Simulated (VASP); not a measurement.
Input of a VASP 6.6.1 run:

The input INCAR:

```
SYSTEM = NaTbC
  ALGO = Normal
  EDIFF = 1E-6
  ENCUT = 600
  GGA = PE
  GGA_COMPAT = .False.
  ISIF = 2
  ISMEAR = 0
  LASPH = .True.
  LCHARG = .False.
  LMAXMIX = 6
  LREAL = .False.
  LWAVE = .False.
  NBANDS = 17
  NELM = 200
  PREC = Accurate
  SIGMA = 0.1
```

KPOINTS

```
k-points
0
Gamma
  6 6 4
  0 0 0
```

Contents of POSCAR:

```
NaTbC
1.0
    3.1708738300      0.0000000000      0.0000000000
    0.0000000000      3.1708738300      0.0000000000
    0.0000000000      0.0000000000      6.1624482800
Na Tb C
1 1 1
Direct
    0.0000000000      0.0000000000      0.1558338500
    0.0000000000      0.0000000000      0.7332729700
    0.5000000000      0.5000000000      0.1068389000
```

Potentials or basis: VASP PAW PBE potentials, release 64 (Na_pv, Tb_3, C), 4f in core.

Command:

```console
$ cat potpaw_PBE.64/Na_pv/POTCAR potpaw_PBE.64/Tb_3/POTCAR potpaw_PBE.64/C/POTCAR > POTCAR
$ mpirun -np 1 vasp_std > vasp.out
```

(1) Estimate the band gap on the k mesh.

(2) Estimate the pressure.

Answers

(1) zero (bands 10 and 11 overlap by 0.39 eV).

(2) 4.3 GPa.

Caveat: the cell stands under pressure; spin-orbit coupling is left out, which moves the levels of the heavy elements; the 4f electrons are frozen in the core, so they carry no moment and show no levels; forces of over 1 eV/Å act on the atoms, so gaps and moduli don't describe the material at rest.
